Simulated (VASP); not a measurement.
# RbBr (Pm-3m) in VASP: notebook

Runs on RbBr. Level: r2SCAN. Tasks: single point.

All numbers are computed with VASP 6.6.1; they aren't measurements. Logs are shortened: lines on timing, memory, paths and dates and some standing lists are left out, and cuts for length are marked.

## (1) The cell of the first run

It takes space group Pm-3m (No. 221, cubic). Conventional cell: a = 4.040 Å, b = 4.040 Å, c = 4.040 Å, α = 90.00°, β = 90.00°, γ = 90.00°. Rb (site symmetry m-3m) has 8 Br at 3.50 Å and 6 Rb at 4.04 Å within 4.6 Å. Within 4.6 Å of Br (site symmetry m-3m) lie 8 Rb at 3.50 Å and 6 Br at 4.04 Å.

## (2) Single point, r2SCAN (volume changed by -6%)

POSCAR

```
RbBr
1.0
    4.0400609443      0.0000000000      0.0000000000
    0.0000000000      4.0400609443      0.0000000000
    0.0000000000      0.0000000000      4.0400609443
Rb Br
1 1
Direct
    0.0000000000      0.0000000000      0.0000000000
    0.5000000000      0.5000000000      0.5000000000
```

INCAR.step1

```
PREC = Accurate
ENCUT = 520
ISMEAR = 0
SIGMA = 0.01
LREAL = F
LASPH = T
NELM = 60
NBANDS = 15
GGA = PE
ALGO = Normal
EDIFF = 1E-4
LWAVE = T
LCHARG = F
```

INCAR.step2

```
PREC = Accurate
ENCUT = 520
EDIFF = 1E-6
ISMEAR = 0
SIGMA = 0.01
LREAL = F
LASPH = T
NELM = 60
ALGO = Normal
ISIF = 2
LWAVE = F
LCHARG = F
METAGGA = R2SCAN
LMIXTAU = T
NBANDS = 15
ISTART = 1
```

KPOINTS

```
regular mesh
0
Gamma
  6 6 6
```

Potentials or basis: VASP PAW PBE potentials, release 64 (Rb_sv, Br).

On the command line:

```console
$ cat potpaw_PBE.64/Rb_sv/POTCAR potpaw_PBE.64/Br/POTCAR > POTCAR
$ cp INCAR.step1 INCAR
$ mpirun -np 1 vasp_std > vasp.out
$ cp INCAR.step2 INCAR
$ mpirun -np 1 vasp_std > vasp.out
```

OUTCAR:

```text
PREC = Accurate
   ENCUT = 520
   EDIFF = 1E-6
   ISMEAR = 0
   LREAL = F
   LASPH = T
   NELM = 60
   ISIF = 2
   METAGGA = R2SCAN
   ISTART = 1

 ion  position               nearest neighbor table
   1  0.000  0.000  0.000-   2 3.50   2 3.50   2 3.50   2 3.50   2 3.50   2 3.50   2 3.50   2 3.50

   2  0.500  0.500  0.500-   1 3.50   1 3.50   1 3.50   1 3.50   1 3.50   1 3.50   1 3.50   1 3.50

  LATTYP: Found a simple cubic cell.
 ALAT       =     4.0400609443

  Lattice vectors:

 A1 = (   4.0400609443,   0.0000000000,   0.0000000000)
 A2 = (   0.0000000000,   4.0400609443,   0.0000000000)
 A3 = (   0.0000000000,   0.0000000000,   4.0400609443)

Analysis of symmetry for initial positions (statically):
=====================================================================
 Subroutine PRICEL returns:
 Original cell was already a primitive cell.

 Routine SETGRP: Setting up the symmetry group for a
 simple cubic supercell.

 Subroutine GETGRP returns: Found 48 space group operations
[... 9 lines left out ...]

 Routine SETGRP: Setting up the symmetry group for a
 simple cubic supercell.

 Subroutine GETGRP returns: Found 48 space group operations
[... 11 lines left out ...]
                                     Primitive cell

  volume of cell :      65.9422

  direct lattice vectors                    reciprocal lattice vectors
     4.040060944  0.000000000  0.000000000     0.247521019  0.000000000  0.000000000
     0.000000000  4.040060944  0.000000000     0.000000000  0.247521019  0.000000000
     0.000000000  0.000000000  4.040060944     0.000000000  0.000000000  0.247521019

  length of vectors
     4.040060944  4.040060944  4.040060944     0.247521019  0.247521019  0.247521019

  position of ions in fractional coordinates (direct lattice)
     0.000000000  0.000000000  0.000000000
     0.500000000  0.500000000  0.500000000

  ion indices of the primitive-cell ions
   primitive index   ion index
                 1           1
                 2           2

----------------------------------------------------------------------------------------

 KPOINTS: regular mesh

Automatic generation of k-mesh.
 Grid dimensions read from file:
 generate k-points for:    6    6    6

 Generating k-lattice:

  Cartesian coordinates                     Fractional coordinates (reciprocal lattice)
     0.041253503  0.000000000  0.000000000     0.166666667  0.000000000  0.000000000
     0.000000000  0.041253503  0.000000000     0.000000000  0.166666667  0.000000000
     0.000000000  0.000000000  0.041253503     0.000000000  0.000000000  0.166666667

  Length of vectors
     0.041253503  0.041253503  0.041253503

  Shift w.r.t. Gamma in fractional coordinates (k-lattice)
     0.000000000  0.000000000  0.000000000

 Subroutine IBZKPT returns following result:
 ===========================================

 Found     20 irreducible k-points:

 Following reciprocal coordinates:
            Coordinates               Weight
  0.000000  0.000000  0.000000      1.000000
  0.166667  0.000000  0.000000      6.000000
  0.333333  0.000000  0.000000      6.000000
  0.500000  0.000000  0.000000      3.000000
  0.166667  0.166667  0.000000     12.000000
  0.333333  0.166667  0.000000     24.000000
[... 12 lines left out ...]
  0.500000  0.500000  0.333333      6.000000
  0.500000  0.500000  0.500000      1.000000
   k-points           NKPTS =     20   k-points in BZ     NKDIM =     20   number of bands    NBANDS=     15
   number of dos      NEDOS =    301   number of ions     NIONS =      2
   total plane-waves  NPLWV =  27000
   dimension x,y,z NGX =    30 NGY =   30 NGZ =   30
   dimension x,y,z NGXF=    60 NGYF=   60 NGZF=   60
   ions per type =               1   1
   NGX,Y,Z   is equivalent  to a cutoff of  12.34, 12.34, 12.34 a.u.
   NGXF,Y,Z  is equivalent  to a cutoff of  24.69, 24.69, 24.69 a.u.
 SYSTEM =  unknown system
   PREC   = accura    normal or accurate (medium, high low for compatibility)
   ISTART =      1    job   : 0-new  1-cont  2-samecut
   ICHARG =      0    charge: 1-file 2-atom 10-const
   ISPIN  =      1    spin polarized calculation?
   LNONCOLLINEAR =      F non collinear calculations
   LSORBIT =      F    spin-orbit coupling
   LASPH  =      T    aspherical Exc in radial PAW
   ENCUT  =  520.0 eV  38.22 Ry    6.18 a.u.   7.51  7.51  7.51*2*pi/ulx,y,z
   NELM   =     60;   NELMIN=  2; NELMDL=  0     # of ELM steps
   EDIFF  = 0.1E-05   stopping-criterion for ELM
   LREAL  =      F    real-space projection
   EDIFFG = 0.1E-04   stopping-criterion for IOM
   NSW    =      0    number of steps for IOM
   IBRION =     -1    ionic relax: 0-MD 1-quasi-New 2-CG
   NFREE  =      0    steps in history (QN), initial steepest desc. (CG)
   ISIF   =      2    stress and relaxation
   ISYM   =      2    0-nonsym 1-usesym 2-fastsym
   POTIM  = 0.5000    time-step for ionic-motion
   TEBEG  =    0.0;   TEEND  =   0.0 temperature during run
   PSTRESS=    0.0 pullay stress
   NELECT =      16.0000    total number of electrons
   NUPDOWN=      -1.0000    fix difference up-down
   EMIN   =  10.00;   EMAX   =-10.00  energy-range for DOS
   EFERMI =   0.00;   METHOD = LEGACY
   ISMEAR =     0;   SIGMA  =   0.01  broadening in eV -4-tet -1-fermi 0-gaus
   EFERMI_NEDOS =   21; number of points for ismear=-14 and -15
   IALGO  =     38    algorithm
   IMIX   =      4    mixing-type and parameters
     AMIX     =   0.40;   BMIX     =  1.00
     AMIX_MAG =   1.60;   BMIX_MAG =  1.00
  volume/ion in A,a.u.               =      32.97       222.50
  Fermi-wavevector in a.u.,A,eV,Ry     =   1.021081  1.929564 14.185524  1.042607
  Thomas-Fermi vector in A             =   2.154686
   LORBIT       =      0    0 simple, 1 ext, 2 COOP (PROOUT), +10 PAW based schemes
   METAGGA = R2SCAN    functional components
   LHFCALC =     F    Hartree Fock is set to
   AEXX    =    0.0000 exact exchange contribution
   IVDW    =     0    specifies the selected vdW correction
   LEPSILON=     F    determine dielectric tensor
   LRPA    =     F    only Hartree local field effects (RPA)
 non-spin polarized calculation
 Gauss-broadening in eV      SIGMA  =   0.01
  energy-cutoff  :      520.00
  volume of cell :       65.94
 maximum number of plane-waves:      1800
   NGX = 15   NGY = 15   NGZ = 15

 number of electron      15.9999996 magnetization

 Free energy of the ion-electron system (eV)
  ---------------------------------------------------
  ext. energy  EPLUGINS =         0.00000000
  ---------------------------------------------------
  free energy    TOTEN  =       -31.09265798 eV

  energy without entropy =      -31.09265798  energy(sigma->0) =      -31.09265798

 E-fermi :  -0.6313     XC(G=0):  -8.6174

 val. band max:       -0.7334386727   @ k =   0.5000   0.5000   0.0000
 cond. band min:       4.3536606368   @ k =   0.0000   0.0000   0.0000
 fundamental gap:      5.0870993095
 Fermi energy:        -0.6312580703

 k-point     1 :       0.0000    0.0000    0.0000
  band No.  band energies     occupation
      1     -26.5379      2.00000
      2     -13.9030      2.00000
      3      -9.9635      2.00000
      4      -9.9635      2.00000
      5      -9.9635      2.00000
      6      -0.8881      2.00000
      7      -0.8881      2.00000
      8      -0.8881      2.00000
      9       4.3537      0.00000
     10       5.3022      0.00000
     11       5.3022      0.00000
     12      10.1542      0.00000
     13      10.1542      0.00000
     14      10.1542      0.00000
     15      12.9054      0.00000

 k-point     2 :       0.1667    0.0000    0.0000
  band No.  band energies     occupation
      1     -26.5310      2.00000
      2     -13.9029      2.00000
      3     -10.0013      2.00000
      4      -9.9484      2.00000
      5      -9.9484      2.00000
      6      -1.4239      2.00000
      7      -0.9125      2.00000
      8      -0.9125      2.00000
      9       5.0317      0.00000
     10       5.5287      0.00000
     11       5.9935      0.00000
     12      10.0199      0.00000
     13      10.0199      0.00000
     14      10.3287      0.00000
     15      11.5367      0.00000

 k-point     3 :       0.3333    0.0000    0.0000
  band No.  band energies     occupation
      1     -26.5171      2.00000
      2     -13.9058      2.00000
      3     -10.0647      2.00000
      4      -9.9181      2.00000
      5      -9.9181      2.00000
      6      -2.2573      2.00000
      7      -0.9634      2.00000
      8      -0.9634      2.00000
      9       6.1607      0.00000
     10       6.4052      0.00000
     11       7.4384      0.00000
     12       9.6526      0.00000
     13       9.9781      0.00000
     14       9.9781      0.00000
     15      10.7676      0.00000

 k-point     4 :       0.5000    0.0000    0.0000
  band No.  band energies     occupation
      1     -26.5102      2.00000
      2     -13.9089      2.00000
      3     -10.0902      2.00000
      4      -9.9027      2.00000
      5      -9.9027      2.00000
      6      -2.6069      2.00000
      7      -0.9899      2.00000
      8      -0.9899      2.00000
      9       6.7322      0.00000
     10       7.4060      0.00000
     11       7.9963      0.00000
     12       8.6325      0.00000
     13      10.1659      0.00000
     14      10.1659      0.00000
     15      11.0697      0.00000
[... 235 lines left out ...]
 k-point    18 :       0.5000    0.3333    0.3333
  band No.  band energies     occupation
      1     -26.4736      2.00000
      2     -13.6117      2.00000
      3     -10.2583      2.00000
      4     -10.1793      2.00000
      5     -10.1489      2.00000
      6      -2.1180      2.00000
      7      -1.9696      2.00000
      8      -1.7524      2.00000
      9       7.1069      0.00000
     10       7.7972      0.00000
     11       7.8309      0.00000
     12       9.4381      0.00000
     13       9.4890      0.00000
     14       9.9290      0.00000
     15      12.5109      0.00000

 k-point    19 :       0.5000    0.5000    0.3333
  band No.  band energies     occupation
      1     -26.4676      2.00000
      2     -13.5690      2.00000
      3     -10.2560      2.00000
      4     -10.2560      2.00000
      5     -10.1399      2.00000
      6      -2.1456      2.00000
      7      -2.1456      2.00000
      8      -1.9232      2.00000
      9       7.2754      0.00000
     10       8.1633      0.00000
     11       8.1633      0.00000
     12       8.8341      0.00000
     13      10.2579      0.00000
     14      10.2579      0.00000
     15      12.5533      0.00000

 k-point    20 :       0.5000    0.5000    0.5000
  band No.  band energies     occupation
      1     -26.4617      2.00000
      2     -13.5341      2.00000
      3     -10.2278      2.00000
      4     -10.2278      2.00000
      5     -10.2278      2.00000
      6      -2.2371      2.00000
      7      -2.2371      2.00000
      8      -2.2371      2.00000
      9       8.3827      0.00000
     10       8.3827      0.00000
     11       8.3827      0.00000
     12       9.7467      0.00000
     13       9.7467      0.00000
     14       9.7467      0.00000
     15      12.5281      0.00000

------------------------ aborting loop because EDIFF is reached ----------------------------------------

  FORCE on cell =-STRESS in cart. coord.  units (eV):
  Direction    XX          YY          ZZ          XY          YZ          ZX
  --------------------------------------------------------------------------------------
  -------------------------------------------------------------------------------------
  Total        0.5525172      0.5525172      0.5525172     -0.0000000      0.0000000     -0.0000000
  in kB       13.4243313     13.4243313     13.4243313     -0.0000000      0.0000000     -0.0000000
  external PRESSURE =      13.4243313 kB  Pullay stress =       0.0000000 kB

 VOLUME and BASIS-vectors are now :
 -----------------------------------------------------------------------------
  energy-cutoff  :      520.00
  volume of cell :       65.94
      direct lattice vectors                 reciprocal lattice vectors
     4.040060944  0.000000000  0.000000000     0.247521019  0.000000000  0.000000000
     0.000000000  4.040060944  0.000000000     0.000000000  0.247521019  0.000000000
     0.000000000  0.000000000  4.040060944     0.000000000  0.000000000  0.247521019

 POSITION                                       TOTAL-FORCE (eV/Angst)
 -----------------------------------------------------------------------------------
      0.00000      0.00000      0.00000         0.000000      0.000000      0.000000
      2.02003      2.02003      2.02003         0.000000      0.000000      0.000000
 -----------------------------------------------------------------------------------
    total drift:                                0.000000      0.000000     -0.000000

  FREE ENERGIE OF THE ION-ELECTRON SYSTEM (eV)
  ---------------------------------------------------
  free  energy   TOTEN  =       -31.0926579773 eV

  energy  without entropy=      -31.0926579773  energy(sigma->0) =      -31.09265798
```

Run time: 73 s. Hardware: 1 thread of Intel Xeon Platinum 8259CL at 2.50GHz (Skylake/Cascade Lake), shared host; peak memory 0.18 GiB.

Results:

```yaml
Free_energy: -31.0927 eV
Pressure: 1.3 GPa
Band_gap_on_the_k_mesh: 5.09 eV, indirect (least direct gap 5.24 eV)
```

Caveat: the cell differs from its parent crystal (volume changed by -6%); the PAW data sets were made with another functional, which shifts forces and pressure a little.

## (3) Single point, r2SCAN (volume changed by -3%)

POSCAR

```
RbBr
1.0
    4.0825910270      0.0000000000      0.0000000000
    0.0000000000      4.0825910270      0.0000000000
    0.0000000000      0.0000000000      4.0825910270
Rb Br
1 1
Direct
    0.0000000000      0.0000000000      0.0000000000
    0.5000000000      0.5000000000      0.5000000000
```

INCAR.step1

```
PREC = Accurate ; ENCUT = 520
ISMEAR = 0 ; SIGMA = 0.01
LREAL = False ; LASPH = True
NELM = 60 ; NBANDS = 15
GGA = PE ; ALGO = Normal
EDIFF = 1E-4 ; LWAVE = True
LCHARG = False
```

INCAR.step2

```
PREC = Accurate ; ENCUT = 520
EDIFF = 1E-6 ; ISMEAR = 0
SIGMA = 0.01 ; LREAL = False
LASPH = True ; NELM = 60
ALGO = Normal ; ISIF = 2
LWAVE = False ; LCHARG = False
METAGGA = R2SCAN ; LMIXTAU = True
NBANDS = 15 ; ISTART = 1
```

KPOINTS

```
Automatic mesh
0
Gamma
  6 6 6
```

Potentials or basis: VASP PAW PBE potentials, release 64 (Rb_sv, Br).

On the command line:

```console
$ cat potpaw_PBE.64/Rb_sv/POTCAR potpaw_PBE.64/Br/POTCAR > POTCAR
$ cp INCAR.step1 INCAR
$ mpirun -np 1 vasp_std > vasp.out
$ cp INCAR.step2 INCAR
$ mpirun -np 1 vasp_std > vasp.out
```

It took 64 s on 1 thread of Intel Xeon Platinum 8259CL at 2.50GHz (Skylake/Cascade Lake), shared host; peak memory 0.17 GiB.

Results (log left out):

* Free energy: -31.1057 eV
* Pressure: 0.7 GPa
* Band gap on the k mesh: 4.96 eV, indirect (least direct gap 5.11 eV)

Levels at points of the mesh, in eV from the valence-band top:
| k point | band 5 | band 6 | band 7 | band 8 | band 9 | band 10 | band 11 | band 12 |
| --- | --- | --- | --- | --- | --- | --- | --- | --- |
| (0.00, 0.00, 0.00) | -9.28 | -0.15 | -0.15 | -0.15 | 4.96 | 6.08 | 6.08 | 10.81 |
| (0.50, 0.00, 0.00) | -9.22 | -1.79 | -0.24 | -0.24 | 7.46 | 7.97 | 8.55 | 9.36 |
| (0.50, 0.50, 0.00) | -9.19 | -1.10 | -1.10 | 0.00 | 5.94 | 6.94 | 8.69 | 8.69 |
| (0.50, 0.50, 0.50) | -9.52 | -1.42 | -1.42 | -1.42 | 9.00 | 9.00 | 9.00 | 10.32 |

Caveat: the cell differs from its parent crystal (volume changed by -3%); the PAW data sets were made with another functional, which shifts forces and pressure a little. A k mesh can miss the band edges.

## (4) Single point, r2SCAN

This run uses another cell than the first one, of 35.08 Å³/atom, 1.064 times its volume.

POSCAR

```
RbBr
1.0
    4.1242529966      0.0000000000      0.0000000000
    0.0000000000      4.1242529966      0.0000000000
    0.0000000000      0.0000000000      4.1242529966
Rb Br
1 1
Direct
    0.0000000000      0.0000000000      0.0000000000
    0.5000000000      0.5000000000      0.5000000000
```

INCAR.step1

```
SYSTEM = RbBr
PREC = Accurate
ENCUT = 520
ISMEAR = 0
SIGMA = 0.01
LREAL = .FALSE.
LASPH = .TRUE.
NELM = 100
NBANDS = 15
GGA = PE
ALGO = Normal
EDIFF = 1E-4
LWAVE = .TRUE.
LCHARG = .FALSE.
```

INCAR.step2

```
SYSTEM = RbBr
PREC = Accurate
ENCUT = 520
EDIFF = 1E-7
ISMEAR = 0
SIGMA = 0.01
LREAL = .FALSE.
LASPH = .TRUE.
NELM = 100
ALGO = Normal
ISIF = 2
LWAVE = .FALSE.
LCHARG = .FALSE.
METAGGA = R2SCAN
LMIXTAU = .TRUE.
NBANDS = 15
ISTART = 1
```

KPOINTS

```
Automatic mesh
0
G
  6 6 6
  0 0 0
```

On the command line:

```console
$ cat potpaw_PBE.64/Rb_sv/POTCAR potpaw_PBE.64/Br/POTCAR > POTCAR
$ cp INCAR.step1 INCAR
$ mpirun -np 1 vasp_std > vasp.out
$ cp INCAR.step2 INCAR
$ mpirun -np 1 vasp_std > vasp.out
```

It took 53 s on 1 thread of Intel Xeon Platinum 8259CL at 2.50GHz (Skylake/Cascade Lake), shared host; peak memory 0.19 GiB.

It converged, with:

```yaml
Free_energy: -31.1103 eV
Pressure: 0.1 GPa
Band_gap_on_the_k_mesh: 4.84 eV, indirect (least direct gap 4.99 eV)
```

Levels at points of the mesh, in eV from the valence-band top:
```
           k point  band 5  band 6  band 7  band 8  band 9  band 10  band 11  band 12
(0.00, 0.00, 0.00)   -9.32   -0.15   -0.15   -0.15    4.84     6.12     6.12    10.73
(0.50, 0.00, 0.00)   -9.27   -1.71   -0.22   -0.22    7.46     7.82     8.37     9.36
(0.50, 0.50, 0.00)   -9.24   -1.07   -1.07    0.00    5.93     6.91     8.67     8.67
(0.50, 0.50, 0.50)   -9.55   -1.34   -1.34   -1.34    8.88     8.88     8.88    10.16
```

Caveat: the PAW data sets were made with another functional, which shifts forces and pressure a little.

(Part 1 of 2 ends here.)
